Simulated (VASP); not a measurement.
# GaN in VASP: settings compared, part 2 of 2

VASP 6.6.1.

## 3. Single point, LDA, non-collinear spin, zero start, spin-orbit coupling

This run uses another cell than the first one, of 11.90 Å³/atom.

File INCAR:

```
PREC = Accurate
ENCUT = 520
EDIFF = 1E-6
ISMEAR = -1
SIGMA = 0.05
LREAL = F
LASPH = T
NELM = 150
ALGO = Normal
ISIF = 2
LWAVE = F
LCHARG = F
LNONCOLLINEAR = T
MAGMOM = 0 0 0 0 0 0
LORBIT = 11
LSORBIT = T
GGA_COMPAT = F
LORBMOM = T
GGA = CA
NBANDS = 30
```

File KPOINTS:

```
regular mesh
0
Gamma
  10 10 10
```

File POSCAR:

```
GaN
1.0
    0.0000000000      2.2831553320      2.2831553320
    2.2831553320      0.0000000000      2.2831553320
    2.2831553320      2.2831553320      0.0000000000
Ga N
1 1
Direct
    0.0000000000      0.0000000000      0.0000000000
    0.2500000000      0.2500000000      0.2500000000
```

Potentials or basis: VASP PAW LDA potentials, release 64 (Ga_d, N).

Launch:

```sh
$ cat potpaw_LDA.64/Ga_d/POTCAR potpaw_LDA.64/N/POTCAR > POTCAR
$ mpirun -np 1 vasp_ncl > vasp.out
```

OUTCAR:

```text
PREC = Accurate
   ENCUT = 520
   EDIFF = 1E-6
   ISMEAR = -1
   LREAL = F
   LASPH = T
   NELM = 150
   ISIF = 2
   LNONCOLLINEAR = T
   LORBIT = 11
   LSORBIT = T
   GGA = CA

 ion  position               nearest neighbor table
   1  0.000  0.000  0.000-   2 1.98   2 1.98   2 1.98   2 1.98
   2  0.250  0.250  0.250-   1 1.98   1 1.98   1 1.98   1 1.98

  LATTYP: Found a face centered cubic cell.
 ALAT       =     4.5663106640

  Lattice vectors:

 A1 = (   0.0000000000,   2.2831553320,   2.2831553320)
 A2 = (   2.2831553320,   0.0000000000,   2.2831553320)
 A3 = (   2.2831553320,   2.2831553320,   0.0000000000)

Analysis of symmetry for initial positions (statically):
[... 1081 lines left out ...]
     0.0000000     0.0000000     0.0000000     0.0000000     0.0000000
 l=   3
     0.0000000     0.0000000     0.0000000     0.0000000     0.0000000     0.0000000     0.0000000
     0.0000000     0.0000000     0.0000000     0.0000000     0.0000000     0.0000000     0.0000000
     0.0000000     0.0000000     0.0000000     0.0000000     0.0000000     0.0000000     0.0000000
     0.0000000     0.0000000     0.0000000     0.0000000     0.0000000     0.0000000     0.0000000
     0.0000000     0.0000000     0.0000000     0.0000000     0.0000000     0.0000000     0.0000000
     0.0000000     0.0000000     0.0000000     0.0000000     0.0000000     0.0000000     0.0000000
     0.0000000     0.0000000     0.0000000     0.0000000     0.0000000     0.0000000     0.0000000

 total charge

# of ion       s       p       d       tot
------------------------------------------
    1        0.793   0.864  10.152  11.810
    2        1.211   2.451   0.000   3.662
--------------------------------------------------
tot          2.005   3.315  10.152  15.472

 magnetization (x)

# of ion       s       p       d       tot
------------------------------------------
    1        0.000   0.000   0.000   0.000
    2        0.000  -0.000   0.000   0.000
--------------------------------------------------
tot          0.000   0.000   0.000   0.000

 magnetization (y)

# of ion       s       p       d       tot
------------------------------------------
    1        0.000  -0.000   0.000  -0.000
    2        0.000   0.000   0.000   0.000
--------------------------------------------------
tot          0.000   0.000   0.000   0.000

 magnetization (z)

# of ion       s       p       d       tot
------------------------------------------
    1        0.000   0.000   0.000   0.000
    2        0.000  -0.000   0.000  -0.000
--------------------------------------------------
tot          0.000  -0.000   0.000  -0.000
```

OSZICAR:

```text
N       E                     dE             d eps       ncg     rms          rms(c)
DAV:   1     0.138626330278E+03    0.13863E+03   -0.86820E+03  5372   0.219E+03
DAV:   2     0.322490449516E+01   -0.13540E+03   -0.12522E+03  4540   0.479E+02
DAV:   3    -0.152512983654E+02   -0.18476E+02   -0.18158E+02  5024   0.128E+02
DAV:   4    -0.158181398297E+02   -0.56684E+00   -0.56585E+00  4988   0.246E+01
DAV:   5    -0.158275249174E+02   -0.93851E-02   -0.93843E-02  5130   0.322E+00    0.733E+00
DAV:   6    -0.139248178634E+02    0.19027E+01   -0.36973E+00  7118   0.417E+01    0.247E+00
DAV:   7    -0.139171374364E+02    0.76804E-02   -0.44460E-01  4930   0.745E+00    0.172E+00
DAV:   8    -0.138997848011E+02    0.17353E-01   -0.12420E-01  5796   0.359E+00    0.112E+00
DAV:   9    -0.138884908727E+02    0.11294E-01   -0.24764E-02  6606   0.300E+00    0.303E-01
DAV:  10    -0.138889209795E+02   -0.43011E-03   -0.29786E-03  5980   0.759E-01    0.119E-01
DAV:  11    -0.138888263585E+02    0.94621E-04   -0.39001E-04  6606   0.557E-01    0.643E-02
DAV:  12    -0.138888307884E+02   -0.44299E-05   -0.76927E-05  4818   0.701E-02    0.564E-02
DAV:  13    -0.138888310580E+02   -0.26959E-06   -0.10022E-06  4290   0.949E-03
   1 F= -.13888831E+02 E0= -.13888831E+02  d E =-.269478E-08  mag=    -0.0000     0.0000    -0.0000
```

stdout:

```text
POSCAR found type information on POSCAR GaN
 POSCAR found :  2 types and       2 ions
 scaLAPACK will be used
 LDA part: xc-table for (Slater(with rela. corr.)+CA(PZ))
 , standard interpolation
 POSCAR, INCAR and KPOINTS ok, starting setup
 FFT: planning ... GRIDC
 FFT: planning ... GRID_SOFT
 FFT: planning ... GRID
 WAVECAR not read
 entering main loop
```

It took 86 s on 1 thread of AMD EPYC 7R13 (Zen 3), shared host; peak memory 0.19 GiB.

Results:

```yaml
Free_energy: -13.8888 eV
Pressure: -12.2 GPa
Net_moment: 0.00 μB per cell
Valence_electrons_inside_the_program's_atomic_spheres: Ga 11.81; N 3.66
```

Moments on the atoms (μB; x, y, z):
```
Ga  0.00 0.00 0.00
N   0.00 0.00 0.00
```

Caveat: the cell stands under tension.

## 4. Single point, LDA, non-collinear spin, zero start, spin-orbit coupling

This run uses another cell than the first one, of 12.13 Å³/atom.

File INCAR:

```
  PREC = Accurate
  ENCUT = 520
  EDIFF = 1E-6
  ISMEAR = -1
  SIGMA = 0.05
  LREAL = F
  LASPH = T
  NELM = 150
  ALGO = Normal
  ISIF = 2
  LWAVE = F
  LCHARG = F
  MAGMOM = 0 0 0 0 0 0
  LORBIT = 11
  LSORBIT = T
  GGA_COMPAT = F
  LORBMOM = T
  NBANDS = 30
```

File KPOINTS:

```
Automatic mesh
0
Gamma
  10 10 10
```

File POSCAR:

```
GaN
1.0
    0.0000000000      2.2976981147      2.2976981147
    2.2976981147      0.0000000000      2.2976981147
    2.2976981147      2.2976981147      0.0000000000
Ga N
1 1
Direct
    0.0000000000      0.0000000000      0.0000000000
    0.2500000000      0.2500000000      0.2500000000
```

Potentials or basis: VASP PAW LDA potentials, release 64 (Ga_d, N).

Launch:

```sh
$ cat potpaw_LDA.64/Ga_d/POTCAR potpaw_LDA.64/N/POTCAR > POTCAR
$ mpirun -np 1 vasp_ncl > vasp.out
```

OUTCAR:

```text
PREC = Accurate
   ENCUT = 520
   EDIFF = 1E-6
   ISMEAR = -1
   LREAL = F
   LASPH = T
   NELM = 150
   ISIF = 2
   LORBIT = 11
   LSORBIT = T

 ion  position               nearest neighbor table
   1  0.000  0.000  0.000-   2 1.99   2 1.99   2 1.99   2 1.99
   2  0.250  0.250  0.250-   1 1.99   1 1.99   1 1.99   1 1.99

  LATTYP: Found a face centered cubic cell.
 ALAT       =     4.5953962294

  Lattice vectors:

 A1 = (   0.0000000000,   2.2976981147,   2.2976981147)
 A2 = (   2.2976981147,   0.0000000000,   2.2976981147)
 A3 = (   2.2976981147,   2.2976981147,   0.0000000000)

Analysis of symmetry for initial positions (statically):
=====================================================================
 Subroutine PRICEL returns:
 Original cell was already a primitive cell.

 Routine SETGRP: Setting up the symmetry group for a
 face centered cubic supercell.

 Subroutine GETGRP returns: Found 24 space group operations
 (whereof 24 operations were pure point group operations)
[... 1055 lines left out ...]
     0.0000000     0.0000000     0.0000000     0.0000000     0.0000000     0.0000000     0.0000000
     0.0000000     0.0000000     0.0000000     0.0000000     0.0000000     0.0000000     0.0000000
     0.0000000     0.0000000     0.0000000     0.0000000     0.0000000     0.0000000     0.0000000
     0.0000000     0.0000000     0.0000000     0.0000000     0.0000000     0.0000000     0.0000000
     0.0000000     0.0000000     0.0000000     0.0000000     0.0000000     0.0000000     0.0000000
     0.0000000     0.0000000     0.0000000     0.0000000     0.0000000     0.0000000     0.0000000

 Ion:    2  E_soc:     -0.0001014
 l=   1
     0.0000000    -0.0000169    -0.0000169
    -0.0000169     0.0000000    -0.0000169
    -0.0000169    -0.0000169     0.0000000
 l=   2
     0.0000000     0.0000000     0.0000000     0.0000000     0.0000000
     0.0000000     0.0000000     0.0000000     0.0000000     0.0000000
     0.0000000     0.0000000     0.0000000     0.0000000     0.0000000
     0.0000000     0.0000000     0.0000000     0.0000000     0.0000000
     0.0000000     0.0000000     0.0000000     0.0000000     0.0000000
 l=   3
     0.0000000     0.0000000     0.0000000     0.0000000     0.0000000     0.0000000     0.0000000
     0.0000000     0.0000000     0.0000000     0.0000000     0.0000000     0.0000000     0.0000000
     0.0000000     0.0000000     0.0000000     0.0000000     0.0000000     0.0000000     0.0000000
     0.0000000     0.0000000     0.0000000     0.0000000     0.0000000     0.0000000     0.0000000
     0.0000000     0.0000000     0.0000000     0.0000000     0.0000000     0.0000000     0.0000000
     0.0000000     0.0000000     0.0000000     0.0000000     0.0000000     0.0000000     0.0000000
     0.0000000     0.0000000     0.0000000     0.0000000     0.0000000     0.0000000     0.0000000

 total charge

# of ion       s       p       d       tot
------------------------------------------
    1        0.791   0.843  10.142  11.776
    2        1.212   2.436   0.000   3.648
--------------------------------------------------
tot          2.003   3.279  10.142  15.424

 magnetization (x)

# of ion       s       p       d       tot
------------------------------------------
    1       -0.000  -0.000   0.000  -0.000
    2       -0.000   0.000   0.000  -0.000
--------------------------------------------------
tot         -0.000  -0.000   0.000  -0.000

 magnetization (y)

# of ion       s       p       d       tot
------------------------------------------
    1        0.000   0.000   0.000   0.000
    2       -0.000   0.000   0.000  -0.000
--------------------------------------------------
tot         -0.000   0.000   0.000  -0.000

 magnetization (z)

# of ion       s       p       d       tot
------------------------------------------
    1       -0.000   0.000   0.000   0.000
    2        0.000   0.000   0.000   0.000
--------------------------------------------------
tot          0.000   0.000   0.000   0.000
```

OSZICAR:

```text
N       E                     dE             d eps       ncg     rms          rms(c)
DAV:   1     0.138940253896E+03    0.13894E+03   -0.85488E+03  5298   0.216E+03
DAV:   2     0.357003419811E+01   -0.13537E+03   -0.12532E+03  4536   0.479E+02
DAV:   3    -0.151589567293E+02   -0.18729E+02   -0.18396E+02  5006   0.129E+02
DAV:   4    -0.157474268811E+02   -0.58847E+00   -0.58739E+00  4912   0.250E+01
DAV:   5    -0.157575198362E+02   -0.10093E-01   -0.10092E-01  5074   0.335E+00    0.726E+00
DAV:   6    -0.138903099412E+02    0.18672E+01   -0.36979E+00  7098   0.412E+01    0.249E+00
DAV:   7    -0.138794069007E+02    0.10903E-01   -0.42930E-01  5016   0.753E+00    0.170E+00
DAV:   8    -0.138623488708E+02    0.17058E-01   -0.12959E-01  5552   0.354E+00    0.114E+00
DAV:   9    -0.138509664200E+02    0.11382E-01   -0.24089E-02  6640   0.289E+00    0.319E-01
DAV:  10    -0.138513831903E+02   -0.41677E-03   -0.29939E-03  5908   0.749E-01    0.114E-01
DAV:  11    -0.138512958703E+02    0.87320E-04   -0.41348E-04  6668   0.560E-01    0.676E-02
DAV:  12    -0.138512990522E+02   -0.31819E-05   -0.76745E-05  4752   0.705E-02    0.579E-02
DAV:  13    -0.138512985111E+02    0.54111E-06   -0.12824E-06  4414   0.105E-02
   1 F= -.13851299E+02 E0= -.13851299E+02  d E =-.866768E-08  mag=     0.0000    -0.0000     0.0000
```

Wall time 82 s (1 thread of AMD EPYC 7R13 (Zen 3), shared host); peak memory 0.19 GiB.

What came out:

* Free energy: -13.8513 eV
* Pressure: -14.9 GPa
* Net moment: 0.00 μB per cell
* Valence electrons inside the program's atomic spheres: Ga 11.78; N 3.65

Moments on the atoms (μB; x, y, z):
```
Ga  0.00 0.00 0.00
N   0.00 0.00 0.00
```

Caveat: the cell stands under tension.

## 5. Single point, PBE (atoms moved at random)

File INCAR:

```
PREC     = Accurate       # precision mode
ENCUT    = 520            # plane-wave cutoff, eV
EDIFF    = 1E-7           # SCF threshold, eV
ISMEAR   = -1             # smearing method
SIGMA    = 0.05           # smearing width, eV
LREAL    = F              # projectors in reciprocal space
LASPH    = T              # aspherical terms in the spheres
NELM     = 80             # most SCF steps
ALGO     = Normal         # electronic algorithm
ISIF     = 2              # what is computed and relaxed
LWAVE    = F              # write WAVECAR
LCHARG   = T              # write CHGCAR
GGA      = PE             # functional
LELF     = T              # ELF
LVHAR    = T            
NBANDS   = 16             # bands
```

KPOINTS is that of step 4.

File POSCAR:

```
GaN
1.0
    0.0000000000      2.2535006075      2.2535006075
    2.2535006075      0.0000000000      2.2535006075
    2.2535006075      2.2535006075      0.0000000000
Ga N
1 1
Direct
    0.0064260000     -0.0016860000     -0.0053100000
    0.2425010000      0.2481970000      0.2566230000
```

Potentials or basis: VASP PAW PBE potentials, release 64 (Ga_d, N).

Launch:

```sh
$ cat potpaw_PBE.64/Ga_d/POTCAR potpaw_PBE.64/N/POTCAR > POTCAR
$ mpirun -np 1 vasp_std > vasp.out
```

OUTCAR:

```text
PREC = Accurate
   ENCUT = 520
   EDIFF = 1E-7
   ISMEAR = -1
   LREAL = F
   LASPH = T
   NELM = 80
   ISIF = 2
   GGA = PE

 ion  position               nearest neighbor table
   1  0.006  0.998  0.995-   2 1.92   2 1.95   2 1.95   2 1.99
   2  0.243  0.248  0.257-   1 1.92   1 1.95   1 1.95   1 1.99

  LATTYP: Found a face centered cubic cell.
 ALAT       =     4.5070012150

  Lattice vectors:

[... 188 lines left out ...]
      3      -8.1640      2.00000
      4      -8.1477      2.00000
      5      -7.8442      2.00000
      6      -7.8436      2.00000
[... 433 lines left out ...]
      3      -8.1382      2.00000
      4      -8.1094      2.00000
      5      -7.8538      2.00000
      6      -7.8368      2.00000
[... 8 lines left out ...]
     15      24.2937      0.00000
     16      24.8312      0.00000

 [... further k-points ...]
[... 5 lines left out ...]
  --------------------------------------------------------------------------------------
  -------------------------------------------------------------------------------------
  Total        0.7450614      0.7582478      0.7393379      0.2645725     -0.2212898      0.0065709
  in kB       52.1554418     53.0785106     51.7547837     18.5204829    -15.4906261      0.4599698
  external PRESSURE =      52.3295787 kB  Pullay stress =       0.0000000 kB

 VOLUME and BASIS-vectors are now :
 -----------------------------------------------------------------------------
  energy-cutoff  :      520.00
  volume of cell :       22.89
      direct lattice vectors                 reciprocal lattice vectors
     0.000000000  2.253500607  2.253500607    -0.221877020  0.221877020  0.221877020
     2.253500607  0.000000000  2.253500607     0.221877020 -0.221877020  0.221877020
     2.253500607  2.253500607  0.000000000     0.221877020  0.221877020 -0.221877020

 POSITION                                       TOTAL-FORCE (eV/Angst)
 -----------------------------------------------------------------------------------
      4.49124      2.25602      2.26418         0.319706     -0.010127     -0.381905
      1.13761      1.12478      1.10579        -0.319706      0.010127      0.381905
 -----------------------------------------------------------------------------------
    total drift:                               -0.000026      0.000058      0.000076

  FREE ENERGIE OF THE ION-ELECTRON SYSTEM (eV)
  ---------------------------------------------------
  free  energy   TOTEN  =       -12.1327982959 eV

  energy  without entropy=      -12.1327982955  energy(sigma->0) =      -12.13279830
```

OSZICAR:

```text
N       E                     dE             d eps       ncg     rms          rms(c)
DAV:   1     0.798873533274E+02    0.79887E+02   -0.93510E+03 18224   0.202E+03
DAV:   2    -0.850382478946E+01   -0.88391E+02   -0.82428E+02 18608   0.324E+02
DAV:   3    -0.140749566644E+02   -0.55711E+01   -0.55510E+01 18928   0.694E+01
DAV:   4    -0.141366856125E+02   -0.61729E-01   -0.61722E-01 20208   0.782E+00
DAV:   5    -0.141375229969E+02   -0.83738E-03   -0.83738E-03 19360   0.811E-01    0.773E+00
DAV:   6    -0.121319181967E+02    0.20056E+01   -0.49251E+00 24384   0.398E+01    0.268E+00
DAV:   7    -0.121404805402E+02   -0.85623E-02   -0.32055E-01 17848   0.659E+00    0.177E+00
DAV:   8    -0.121367586194E+02    0.37219E-02   -0.58102E-02 18272   0.327E+00    0.793E-01
DAV:   9    -0.121325292576E+02    0.42294E-02   -0.14400E-02 24648   0.273E+00    0.201E-01
DAV:  10    -0.121328906773E+02   -0.36142E-03   -0.15046E-03 18416   0.533E-01    0.984E-02
DAV:  11    -0.121327931988E+02    0.97479E-04   -0.28068E-04 23752   0.255E-01    0.822E-03
DAV:  12    -0.121327985897E+02   -0.53909E-05   -0.29766E-05 18400   0.521E-02    0.104E-02
DAV:  13    -0.121327983750E+02    0.21464E-06   -0.74633E-07 20120   0.141E-02    0.307E-03
DAV:  14    -0.121327982959E+02    0.79168E-07   -0.53340E-08 14384   0.293E-03
   1 F= -.12132798E+02 E0= -.12132798E+02  d E =-.400734E-09
```

stdout:

```text
POSCAR found type information on POSCAR GaN
 POSCAR found :  2 types and       2 ions
 scaLAPACK will be used
 LDA part: xc-table for (Slater+PW92), standard interpolation
 POSCAR, INCAR and KPOINTS ok, starting setup
 FFT: planning ... GRIDC
 FFT: planning ... GRID_SOFT
 FFT: planning ... GRID
 WAVECAR not read
 entering main loop
```

Run time: 3.2 min. Hardware: 1 thread of Intel Xeon 8259CL, shared host; peak memory 0.29 GiB.

Results:

| Quantity | Value |
| --- | --- |
| Free energy | -12.1328 eV |
| Pressure | 5.2 GPa |
| Largest force | 0.498 eV/Å |
| Band gap on the k mesh | 1.64 eV |

Forces on the atoms (eV/Å):
```
Ga   0.320 -0.010 -0.382
N   -0.320  0.010  0.382
```

Caveat: the cell differs from its parent crystal (atoms moved at random); the cell stands under pressure.

## 6. Single point, B3LYP

This run uses another cell than the first one, of 11.90 Å³/atom.

File POSCAR:

```
GaN
1.0
    0.0000000000      2.2831553320      2.2831553320
    2.2831553320      0.0000000000      2.2831553320
    2.2831553320      2.2831553320      0.0000000000
Ga N
1 1
Direct
    0.0000000000      0.0000000000      0.0000000000
    0.2500000000      0.2500000000      0.2500000000
```

File INCAR.step1:

```
ALGO = Normal
EDIFF = 1E-5
ENCUT = 520
GGA = PE
ISIF = 2
ISMEAR = -1
LASPH = True
LCHARG = False
LREAL = False
LWAVE = True
NBANDS = 16
NELM = 100
PREC = Accurate
SIGMA = 0.05
```

File INCAR.step2:

```
AEXX = 0.2
AGGAC = 0.81
AGGAX = 0.72
ALDAC = 0.19
ALGO = Normal
EDIFF = 1E-6
ENCUT = 520
GGA = B3
ISIF = 2
ISMEAR = -1
ISTART = 1
LASPH = True
LCHARG = False
LHFCALC = True
LREAL = False
LWAVE = False
NBANDS = 16
NELM = 100
PREC = Accurate
PRECFOCK = Normal
SIGMA = 0.05
```

File KPOINTS:

```
k-points
0
Gamma
  5 5 5
```

Potentials or basis: VASP PAW PBE potentials, release 64 (Ga_d, N).

Launch:

```sh
$ cat potpaw_PBE.64/Ga_d/POTCAR potpaw_PBE.64/N/POTCAR > POTCAR
$ cp INCAR.step1 INCAR
$ mpirun -np 1 vasp_std > vasp.out
$ cp INCAR.step2 INCAR
$ mpirun -np 1 vasp_std > vasp.out
```

It took 15 min on 1 thread of Intel Xeon 8259CL, shared host; peak memory 0.15 GiB.

It converged, with:

| Item | Value |
| --- | --- |
| Free energy | -13.9875 eV |
| Pressure | -2.2 GPa |
| Band gap on the k mesh | 3.13 eV |

Levels at points of the mesh, in eV from the valence-band top:
| k point | band 7 | band 8 | band 9 | band 10 | band 11 | band 12 |
| --- | --- | --- | --- | --- | --- | --- |
| (0.00, 0.00, 0.00) | 0.00 | 0.00 | 0.00 | 3.13 | 11.94 | 11.94 |

Caveat: the k points lie up to 0.48 Å⁻¹ apart; the PAW data sets were made with another functional, which shifts forces and pressure a little.

## 7. Overview

| level | potentials or basis | spin | cell | k mesh | grid for exact exchange (PRECFOCK) | share of exact exchange | gap on the mesh (eV) | pressure (GPa) | moment (μB) |
| --- | --- | --- | --- | --- | --- | --- | --- | --- | --- |
| B3LYP | VASP PAW PBE potentials, release 64 (Ga_d, N) | off | a = 3.208 Å, angles 60.0°, 2 atoms, atomic positions A | 5 × 5 × 5 | Normal | 0.2 | 3.28 | 1.4 | - |
| LDA | VASP PAW LDA potentials, release 64 (Ga_d, N) | non-collinear, zero start, SOC | a = 3.229 Å, angles 60.0°, 2 atoms, atomic positions A | 10 × 10 × 10 | - | - | - | -12.2 | 0.00 |
| LDA | VASP PAW LDA potentials, release 64 (Ga_d, N) | non-collinear, zero start, SOC | a = 3.249 Å, angles 60.0°, 2 atoms, atomic positions A | 10 × 10 × 10 | - | - | - | -14.9 | 0.00 |
| PBE | VASP PAW PBE potentials, release 64 (Ga_d, N) | off | a = 3.187 Å, angles 60.0°, 2 atoms, atomic positions B | 10 × 10 × 10 | - | - | 1.64 | 5.2 | - |
| B3LYP | VASP PAW PBE potentials, release 64 (Ga_d, N) | off | a = 3.229 Å, angles 60.0°, 2 atoms, atomic positions A | 5 × 5 × 5 | Normal | 0.2 | 3.13 | -2.2 | - |

Alike in all rows: task single point; cutoff (eV) 520; smearing fermi-dirac 0.05 eV.

Caveats: some runs use coarse meshes; the PAW data sets were made with another functional, which shifts forces and pressure a little (at least some runs); the cell stands under tension (at least some runs); the cell stands under pressure (at least some runs).

Total energies depend on the potentials used, so only differences within one code and one set of settings carry meaning.
